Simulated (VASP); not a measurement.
Crystal: Sb.

```
Sb
1.0
     0.00000    3.24481    3.24481
     3.24481    0.00000    3.24481
     3.24481    3.24481    0.00000
Sb
2
Direct
  0.50000 0.50000 0.50000
  0.75000 0.75000 0.75000
```

This isn't the form of Sb at room conditions, which is rhombohedral.

* Program: VASP 6.6.1
* Task: relaxation of cell and atoms
* Functional: PBEsol
* Potentials or basis: VASP PAW PBE potentials, release 64 (Sb)
* Cutoff: 600 eV
* k mesh: 4 × 4 × 4
* Occupations: gaussian, width 0.1 eV
* Spin: no spin polarisation

At the start: pressure 7.0 GPa; volume 34.16 Å³/atom.

**Question.** How do energy, volume and symmetry change on relaxing?

**Answer.** Over 3 steps the energy falls by 99.9 meV/atom and the volume is 39.49 Å³/atom (+15.6 %); space group Fd-3m (No. 227, to 0.1 Å) before and after.

The path:
```
step  energy change (eV)  largest force (eV/Å)  pressure (GPa)  volume (Å³)
   1              0.0000                0.0000            6.97        68.33
   2             -0.1726                0.0000           -1.78        84.10
   3             -0.1999                0.0000            0.10        78.97
```

Final structure:
```
Sb
1.0
     0.00000    3.40525    3.40525
     3.40525    0.00000    3.40525
     3.40525    3.40525    0.00000
Sb
2
Direct
  0.50000 0.50000 0.50000
  0.75000 0.75000 0.75000
```

Caveat: the k points lie up to 0.40 Å⁻¹ apart in the final cell, too coarse for converged energies and pressures of a metal; the volume moved by over 15 % at a fixed basis, so the end points are rough; the PAW data sets were made with another functional, which shifts forces and pressure a little.
